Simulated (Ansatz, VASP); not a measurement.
# Two plane-wave programs on KBr

```
CELL_PARAMETERS angstrom
3.83001 0.00000 0.00000
0.00000 3.83001 0.00000
0.00000 0.00000 7.66002
ATOMIC_POSITIONS crystal
K 0.00000 0.00000 0.00000
K 0.00000 0.00000 0.50000
Br 0.44183 0.50000 0.25000
Br 0.55817 0.50000 0.75000
```

Change from the starting cell: mode 4 frozen in at -0.223 Å, equal normal strain along x, y and z +0.0000.

Alike in both runs: task single point; functional LDA; k mesh 6 × 6 × 4; occupations gaussian, width 0.05 eV; no spin polarisation.

```csv
,VASP,Ansatz
version,VASP 6.6.1,Ansatz 0.2.0
potentials or method,"VASP PAW LDA potentials, release 64 (K_sv, Br), cutoff 520 eV","scalar-relativistic, plane waves, PAW"
valence electrons in the cell,32,32
```

|  | VASP | Ansatz | Ansatz less VASP |
| --- | --- | --- | --- |
| gap on the k mesh at the Fermi level (eV) | 4.04 | 4.03 | -0.010 |
| least direct gap on the mesh (eV) | 4.32 | 4.31 | -0.012 |
| pressure (GPa) | 0.5 | 0.4 | -0.11 |
| traceless stress, the component that is largest in VASP (GPa) | 0.13 | 0.12 | -0.004 |
| rms of the force components (eV/Å) | 0.094 | 0.091 | -0.0033 |

LDA's correlation is that of Perdew and Zunger in VASP and of Perdew and Wang (1992) in Ansatz. Atom by atom the forces differ by 0.003 eV/Å (rms over components).
